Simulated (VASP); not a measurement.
# MgB2 (P6/mmm) in VASP: single point with PBE

Aim: the single point of MgB2 with PBE.

Everything below comes from runs of VASP 6.6.1. Logs are shortened: lines on timing, memory, paths and dates and some standing lists are left out, and cuts for length are marked.

## 1. The cell of the first run

Symmetry: P6/mmm, No. 191, hexagonal system. Conventional cell: a = 3.085 Å, b = 3.085 Å, c = 3.523 Å, α = 90.00°, β = 90.00°, γ = 120.00°. Mg (site symmetry 6/mmm) has 12 B at 2.51 Å and 6 Mg at 3.08 Å within 3.3 Å. Within 2.4 Å of B (site symmetry -6m2) lie 3 B at 1.78 Å.

## 2. Single point, PBE

INCAR

```
  PREC = Accurate
  ENCUT = 600
  EDIFF = 1E-6
  ISMEAR = 1
  SIGMA = 0.15
  LREAL = False
  LASPH = True
  NELM = 120
  ALGO = Normal
  ISIF = 2
  LWAVE = False
  LCHARG = False
  GGA = PE
  NBANDS = 11
  GGA_COMPAT = False
```

KPOINTS

```
regular mesh
0
Gamma
  8 8 6
```

POSCAR

```
MgB2
1.0
    3.0850000000      0.0000000000      0.0000000000
   -1.5425000000      2.6716880000      0.0000000000
    0.0000000000      0.0000000000      3.5230000000
Mg B
1 2
Direct
    0.0000000000      0.0000000000      0.0000000000
    0.3333330000      0.6666670000      0.5000000000
    0.6666670000      0.3333330000      0.5000000000
```

Potentials or basis: VASP PAW PBE potentials, release 64 (Mg, B).

The run is started by

```sh
cat potpaw_PBE.64/Mg/POTCAR potpaw_PBE.64/B/POTCAR > POTCAR
mpirun -np 1 vasp_std > vasp.out
```

OUTCAR:

```text
PREC = Accurate
   ENCUT = 600
   EDIFF = 1E-6
   ISMEAR = 1
   LREAL = False
   LASPH = True
   NELM = 120
   ISIF = 2
   GGA = PE

 ion  position               nearest neighbor table
   1  0.000  0.000  0.000-   2 2.51   3 2.51   2 2.51   3 2.51   2 2.51   2 2.51   3 2.51   3 2.51
                             3 2.51   3 2.51   2 2.51   2 2.51
   2  0.333  0.667  0.500-   3 1.78   3 1.78   3 1.78   1 2.51   1 2.51   1 2.51   1 2.51   1 2.51
                             1 2.51
   3  0.667  0.333  0.500-   2 1.78   2 1.78   2 1.78   1 2.51   1 2.51   1 2.51   1 2.51   1 2.51
                             1 2.51

  LATTYP: Found a hexagonal cell.
 ALAT       =     3.0850000000
 C/A-ratio  =     1.1419773096

  Lattice vectors:

 A1 = (   3.0850000000,   0.0000000000,   0.0000000000)
 A2 = (  -1.5425000000,   2.6716880000,   0.0000000000)
 A3 = (   0.0000000000,   0.0000000000,   3.5230000000)

Analysis of symmetry for initial positions (statically):
=====================================================================
 Subroutine PRICEL returns:
 Original cell was already a primitive cell.

 Routine SETGRP: Setting up the symmetry group for a
 hexagonal supercell.

 Subroutine GETGRP returns: Found 24 space group operations
 (whereof 24 operations were pure point group operations)
 out of a pool of 24 trial point group operations.

The static configuration has the point symmetry D_6h.

Analysis of symmetry for dynamics (positions and initial velocities):
=====================================================================
 Subroutine PRICEL returns:
 Original cell was already a primitive cell.

 Routine SETGRP: Setting up the symmetry group for a
 hexagonal supercell.

 Subroutine GETGRP returns: Found 24 space group operations
 (whereof 24 operations were pure point group operations)
 out of a pool of 24 trial point group operations.

The dynamic configuration has the point symmetry D_6h.

 Subroutine INISYM returns: Found 24 space group operations
 (whereof 24 operations are pure point group operations),
 and found     1 'primitive' translations

----------------------------------------------------------------------------------------

                                     Primitive cell

  volume of cell :      29.0371

  direct lattice vectors                    reciprocal lattice vectors
     3.085000000  0.000000000  0.000000000     0.324149109  0.187147601  0.000000000
    -1.542500000  2.671688000  0.000000000     0.000000000  0.374295202  0.000000000
     0.000000000  0.000000000  3.523000000     0.000000000  0.000000000  0.283848992

[... 91 lines left out ...]
   ISIF   =      2    stress and relaxation
   ISYM   =      2    0-nonsym 1-usesym 2-fastsym
   POTIM  = 0.5000    time-step for ionic-motion
   TEBEG  =    0.0;   TEEND  =   0.0 temperature during run
   PSTRESS=    0.0 pullay stress
   NELECT =       8.0000    total number of electrons
   NUPDOWN=      -1.0000    fix difference up-down
   EMIN   =  10.00;   EMAX   =-10.00  energy-range for DOS
   EFERMI =   0.00;   METHOD = LEGACY
   ISMEAR =     1;   SIGMA  =   0.15  broadening in eV -4-tet -1-fermi 0-gaus
   EFERMI_NEDOS =   21; number of points for ismear=-14 and -15
   IALGO  =     38    algorithm
   IMIX   =      4    mixing-type and parameters
     AMIX     =   0.40;   BMIX     =  1.00
     AMIX_MAG =   1.60;   BMIX_MAG =  1.00
  volume/ion in A,a.u.               =       9.68        65.32
  Fermi-wavevector in a.u.,A,eV,Ry     =   1.065255  2.013040 15.439463  1.134769
  Thomas-Fermi vector in A             =   2.200801
   LORBIT       =      0    0 simple, 1 ext, 2 COOP (PROOUT), +10 PAW based schemes
   GGA     = PE    functional components
   LHFCALC =     F    Hartree Fock is set to
   AEXX    =    0.0000 exact exchange contribution
   IVDW    =     0    specifies the selected vdW correction
   LEPSILON=     F    determine dielectric tensor
   LRPA    =     F    only Hartree local field effects (RPA)
 non-spin polarized calculation
 Methfessel and Paxton  Order N= 1 SIGMA  =   0.15
  energy-cutoff  :      600.00
  volume of cell :       29.04
 maximum number of plane-waves:       986
 NGX is ok and might be reduce to    28
   NGX = 13   NGY = 13   NGZ = 15

 number of electron       8.0000000 magnetization

 Free energy of the ion-electron system (eV)
  ---------------------------------------------------
  ext. energy  EPLUGINS =         0.00000000
  ---------------------------------------------------
  free energy    TOTEN  =       -15.31382445 eV

  energy without entropy =      -15.31157906  energy(sigma->0) =      -15.31307598

 E-fermi :   5.2635     XC(G=0): -10.9118

 val. band max:        5.1857587342   @ k =   0.2500   0.2500   0.5000
 cond. band min:       5.3006444748   @ k =   0.2500   0.2500   0.0000
 fundamental gap:      0.1148857406
 Fermi energy:         5.2634709748

 k-point     1 :       0.0000    0.0000    0.0000
  band No.  band energies     occupation
      1      -7.1524      2.00000
      2       2.3276      2.00000
      3       5.6213     -0.00381
      4       5.6213     -0.00380
      5       6.9155     -0.00000
      6      11.5601      0.00000
      7      11.5601      0.00000
      8      13.3343      0.00000
      9      15.1902      0.00000
     10      17.9131      0.00000
     11      21.4031      0.00000
[... 309 lines left out ...]
 k-point    24 :       0.3750    0.0000    0.3333
  band No.  band energies     occupation
      1      -4.0403      2.00000
      2      -0.0941      2.00000
      3       1.3317      2.00000
      4       3.5622      2.00000
      5       6.3740     -0.00000
      6      10.6868      0.00000
      7      14.5014      0.00000
      8      15.0263      0.00000
      9      15.5199      0.00000
     10      18.2347      0.00000
     11      18.7224      0.00000

 [... further k-points ...]
[... 5 lines left out ...]
  --------------------------------------------------------------------------------------
  -------------------------------------------------------------------------------------
  Total       -0.1455317     -0.1455316     -0.3441922     -0.0000000      0.0000000     -0.0000000
  in kB       -8.0299820     -8.0299797    -18.9914465     -0.0000000      0.0000000     -0.0000000
  external PRESSURE =     -11.6838027 kB  Pullay stress =       0.0000000 kB

 VOLUME and BASIS-vectors are now :
 -----------------------------------------------------------------------------
  energy-cutoff  :      600.00
  volume of cell :       29.04
      direct lattice vectors                 reciprocal lattice vectors
     3.085000000  0.000000000  0.000000000     0.324149109  0.187147601  0.000000000
    -1.542500000  2.671688000  0.000000000     0.000000000  0.374295202  0.000000000
     0.000000000  0.000000000  3.523000000     0.000000000  0.000000000  0.283848992

 POSITION                                       TOTAL-FORCE (eV/Angst)
 -----------------------------------------------------------------------------------
      0.00000      0.00000      0.00000         0.000000      0.000000      0.000000
     -0.00000      1.78113      1.76150         0.000000      0.000000      0.000000
      1.54250      0.89056      1.76150        -0.000000     -0.000000      0.000000
 -----------------------------------------------------------------------------------
    total drift:                                0.000000     -0.000000      0.000000

  FREE ENERGIE OF THE ION-ELECTRON SYSTEM (eV)
  ---------------------------------------------------
  free  energy   TOTEN  =       -15.3138244450 eV

  energy  without entropy=      -15.3115790558  energy(sigma->0) =      -15.31307598
```

Run time: 11 s. Hardware: 1 thread of AMD EPYC 9R45 (Zen 5), shared host; peak memory 0.13 GiB.

Results:

```
Free energy            : -15.3138 eV
Pressure               : -1.2 GPa
Band gap on the k mesh : zero (band 4 reaches 6.37 eV, above the bottom of band 5 at 3.82 eV)
```

Stress tensor (GPa, compression positive):
```
-0.80  0.00  0.00
 0.00 -0.80  0.00
 0.00  0.00 -1.90
```

Levels at points of the mesh, in eV from the Fermi level:
```tsv
k point	band 1	band 2	band 3	band 4	band 5	band 6	band 7	band 8
(0.00, 0.00, 0.00)	-12.42	-2.94	0.36	0.36	1.65	6.30	6.30	8.07
(0.50, 0.00, 0.00)	-8.54	-7.83	-2.17	0.21	3.07	3.87	5.32	7.09
(0.00, 0.00, 0.50)	-11.15	-7.42	0.73	0.73	6.63	6.63	7.94	9.83
(0.50, 0.00, 0.50)	-7.56	-6.92	-3.56	-1.88	-1.29	5.69	8.76	8.90
```
